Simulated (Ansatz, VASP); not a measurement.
C: VASP beside Ansatz

```
CELL_PARAMETERS angstrom
3.37220 -4.27856 0.00000
3.37220 4.27856 0.00000
0.00000 0.00000 2.51902
ATOMIC_POSITIONS crystal
C 0.24691 0.34321 0.75000
C 0.34321 0.24691 0.25000
C 0.58288 0.00475 0.75000
C 0.72613 0.27387 0.75000
C 0.37869 0.62131 0.75000
C 0.27387 0.72613 0.25000
C 0.41712 0.99525 0.25000
C 0.62131 0.37869 0.25000
C 0.75309 0.65679 0.25000
C 0.00475 0.58288 0.25000
C 0.99525 0.41712 0.75000
C 0.65679 0.75309 0.75000
```

Alike in both runs: task relaxation of cell and atoms; functional PBE; k mesh 4 × 4 × 6; occupations gaussian, width 0.1 eV; no spin polarisation.

|  | VASP | Ansatz |
| --- | --- | --- |
| version | VASP 6.6.1 | Ansatz 0.2.0 |
| potentials or method | VASP PAW PBE potentials, release 64 (C), cutoff 600 eV | scalar-relativistic, plane waves, PAW |
| valence electrons in the cell | 48 | 48 |

|  | VASP | Ansatz | Ansatz less VASP |
| --- | --- | --- | --- |
| gap on the k mesh at the Fermi level, each at its own relaxed structure (eV) | 4.05 | 4.07 | +0.019 |
| relaxed volume (Å³/atom) | 6.55 | 6.55 | -0.006 |
| relaxed cell length with the largest relative difference (Å) | 2.523 | 2.522 | -0.0014 |
